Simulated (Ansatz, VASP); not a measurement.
## One calculation of CsOs, two programs

Contents of INCAR:

```
PREC = Accurate ; ENCUT = 600
EDIFF = 1E-6 ; ISMEAR = 0
SIGMA = 0.1 ; LREAL = False
LASPH = True ; NELM = 120
ALGO = Normal ; ISIF = 2
LWAVE = False ; LCHARG = False
GGA = PE ; NBANDS = 16
GGA_COMPAT = False
```

The input KPOINTS:

```
Automatic mesh
0
Gamma
  6 6 4
```

POSCAR

```
CsOs
1.0
    4.9771456100      0.0000000000      0.0000000000
   -2.4885728100      4.3103345400      0.0000000000
    0.0000000000      0.0000000000      6.3608001100
Cs Os
1 1
Direct
    0.3333333300      0.6666666700      0.5000000000
    0.0000000000      0.0000000000      0.0000000000
```

Input for Ansatz:

```yaml
crystal:
  lattice:
    - [4.97714561, 0.0, 0.0]
    - [-2.48857281, 4.31033454, 0.0]
    - [0.0, 0.0, 6.36080011]
  atoms:
    - { symbol: Cs, position: [0.33333333, 0.66666667, 0.5] }
    - { symbol: Os, position: [0.0, 0.0, 0.0] }
basis:
  ecutwfc: 420
kpoints:
  mp_grid: { grid: [6, 6, 4] }
hamiltonian:
  xc: pbe
scf:
  occupations: { method: gaussian, width: 0.1 }
  lower_state_search: "off"
output:
  forces: true
  stress: true
  eigenvalues: true
```

Alike in both runs: task single point; functional PBE; k mesh 6 × 6 × 4; occupations gaussian, width 0.1 eV; no spin polarisation.

|  | VASP | Ansatz |
| --- | --- | --- |
| version | VASP 6.6.1 | Ansatz 0.2.0 |
| potentials or method | VASP PAW PBE potentials, release 64 (Cs_sv, Os), cutoff 600 eV | scalar-relativistic, plane waves, PAW |
| valence electrons in the cell | 17 | 25 |

Ansatz gave:

- gap on the k mesh at the Fermi level (eV): none
- pressure (GPa): -2.3
- traceless stress, the component that is largest in VASP (GPa): -1.08

Q: Estimate VASP's values.

A: gap on the k mesh at the Fermi level (eV): none; pressure (GPa): -2.3; traceless stress, the component that is largest in VASP (GPa): -1.09.

A gap of «none» marks a metal or a gap that the smearing closes. VASP's potentials hold 17 valence electrons a cell and Ansatz's 25, so a difference there can come from the potentials and not from the codes.

Spin-orbit coupling is off throughout.
